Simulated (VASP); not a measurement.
Write the native input for VASP 6.6.1 that does the following.

- Task: single point
- Functional: PBE
- Potentials or basis: VASP PAW PBE potentials, release 64 (Be, S)
- Cutoff: 520 eV
- k mesh: 3 × 3 × 3
- Occupations: fermi-dirac, width 0.02 eV
- Spin: no spin polarisation
- Dipole correction: no
- Further INCAR settings: ALGO = Normal; EDIFF = 1e-07; NBANDS = 11

The structure of BeS lies in POSCAR:

```
BeS
1.0
    0.0000000000      2.4250000000      2.4250000000
    2.4250000000      0.0000000000      2.4250000000
    2.4250000000      2.4250000000      0.0000000000
Be S
1 1
Direct
    0.0000000000      0.0000000000      0.0000000000
    0.7500000000      0.7500000000      0.7500000000
```

One way to write it, as run:

INCAR

```
PREC     = Accurate       # precision mode
ENCUT    = 520            # plane-wave cutoff, eV
EDIFF    = 1E-7           # SCF threshold, eV
ISMEAR   = -1             # smearing method
SIGMA    = 0.02           # smearing width, eV
LREAL    = False          # projectors in reciprocal space
LASPH    = True           # aspherical terms in the spheres
NELM     = 100            # most SCF steps
ALGO     = Normal         # electronic algorithm
ISIF     = 2              # what is computed and relaxed
LWAVE    = False          # write WAVECAR
LCHARG   = False          # write CHGCAR
GGA      = PE             # functional
NBANDS   = 11             # bands
```

KPOINTS

```
Automatic mesh
0
Gamma
  3 3 3
```

Potentials or basis: VASP PAW PBE potentials, release 64 (Be, S).

Command:

```console
$ cat potpaw_PBE.64/Be/POTCAR potpaw_PBE.64/S/POTCAR > POTCAR
$ mpirun -np 1 vasp_std > vasp.out
```

It gave:

```json
{"Pressure": "3.8 GPa", "Band gap on the k mesh": "3.79 eV, indirect (least direct gap 5.62 eV)"}
```

Caveat: the k points lie up to 0.75 Å⁻¹ apart.

Run time: 3.2 s on 1 thread of Intel(R) Xeon(R) Platinum 8488C (Sapphire Rapids) (shared host), peak memory 0.14 GiB.
